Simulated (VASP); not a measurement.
## Nb: single point with r2SCAN+D3(BJ)

Crystal: Nb.

```
CELL_PARAMETERS angstrom
6.91475 0.00000 0.00000
0.00000 6.91475 0.00000
0.00000 0.00000 6.91475
ATOMIC_POSITIONS crystal
Nb 0.00484 0.95956 0.00042
Nb 0.49704 0.98606 0.99346
Nb 0.01129 0.47118 0.97852
Nb 0.00176 0.96713 0.47507
Nb 0.26723 0.22709 0.26270
Nb 0.49308 0.52016 0.98252
Nb 0.49324 0.00090 0.51409
Nb 0.74545 0.20595 0.26672
Nb 0.04576 0.50039 0.53775
Nb 0.25422 0.71535 0.22277
Nb 0.23469 0.23535 0.77353
Nb 0.51143 0.48658 0.49496
Nb 0.76361 0.73658 0.23794
Nb 0.74506 0.23547 0.74736
Nb 0.26856 0.74181 0.72742
Nb 0.72862 0.74312 0.74811
```

| Quantity | Value |
| --- | --- |
| Program | VASP 6.6.1 |
| Task | single point |
| Functional | r2SCAN |
| Dispersion | D3(BJ) |
| Potentials or basis | VASP PAW PBE potentials, release 64 (Nb_sv) |
| Cutoff | 520 eV |
| k mesh | 2 × 2 × 2 |
| Occupations | fermi-dirac, width 0.17 eV |
| Spin | no spin polarisation |

The pressure is -18.1 GPa and the largest force is 2.682 eV/Å. The band gap on the k mesh is zero (bands 104 and 105 overlap by 1.34 eV). The dispersion energy per atom is -0.303 eV.

Forces on the atoms (eV/Å):
```
Nb  -0.625  0.796 -0.035
Nb   0.048  0.156  0.367
Nb  -0.520  0.335  0.945
Nb   0.029  0.419  1.009
Nb  -0.546  0.217 -0.507
Nb   0.801 -1.835  0.786
Nb   0.619 -0.318 -1.102
Nb   0.352  0.769 -0.345
Nb  -1.712 -1.083 -1.756
Nb   0.187  0.738  0.821
Nb   1.046 -0.155 -1.063
Nb  -0.156  0.121  0.097
Nb  -0.246 -0.275 -0.046
Nb   0.194  0.076  0.366
Nb  -0.699  0.134  0.944
Nb   1.228 -0.095 -0.482
```

Stress tensor (GPa, compression positive):
```
-17.96   0.05   0.10
  0.05 -18.24   0.03
  0.10   0.03 -18.01
```

Levels at points of the mesh, in eV from the Fermi level:
| k point | band 101 | band 102 | band 103 | band 104 | band 105 | band 106 | band 107 | band 108 |
| --- | --- | --- | --- | --- | --- | --- | --- | --- |
| (0.00, 0.00, 0.00) | 0.36 | 0.42 | 0.53 | 0.61 | 0.64 | 0.70 | 0.81 | 0.83 |
| (0.50, 0.00, 0.00) | -0.10 | -0.03 | 0.07 | 0.12 | 0.18 | 0.24 | 0.35 | 0.39 |
| (0.00, 0.50, 0.00) | -0.08 | -0.02 | 0.13 | 0.15 | 0.20 | 0.26 | 0.29 | 0.41 |
| (0.00, 0.00, 0.50) | -0.08 | -0.06 | 0.12 | 0.12 | 0.22 | 0.30 | 0.32 | 0.38 |
| (0.50, 0.50, 0.00) | -0.45 | -0.42 | -0.36 | -0.28 | -0.21 | -0.15 | 0.02 | 0.15 |
| (0.00, 0.50, 0.50) | -0.48 | -0.41 | -0.38 | -0.37 | -0.24 | -0.10 | 0.10 | 0.12 |
| (0.50, 0.00, 0.50) | -0.45 | -0.34 | -0.31 | -0.30 | -0.10 | -0.04 | -0.01 | 0.11 |
| (0.50, 0.50, 0.50) | -0.87 | -0.86 | -0.81 | -0.78 | -0.73 | -0.68 | -0.59 | -0.52 |

Run time: 30 min on 1 thread of Intel(R) Xeon(R) Platinum 8488C (Sapphire Rapids) (shared host), peak memory 0.53 GiB.

Caveat: the k points lie up to 0.45 Å⁻¹ apart, too coarse for converged energies and pressures of a metal; the atoms stand as in a frame of molecular dynamics; the PAW data sets were made with another functional, which shifts forces and pressure a little.
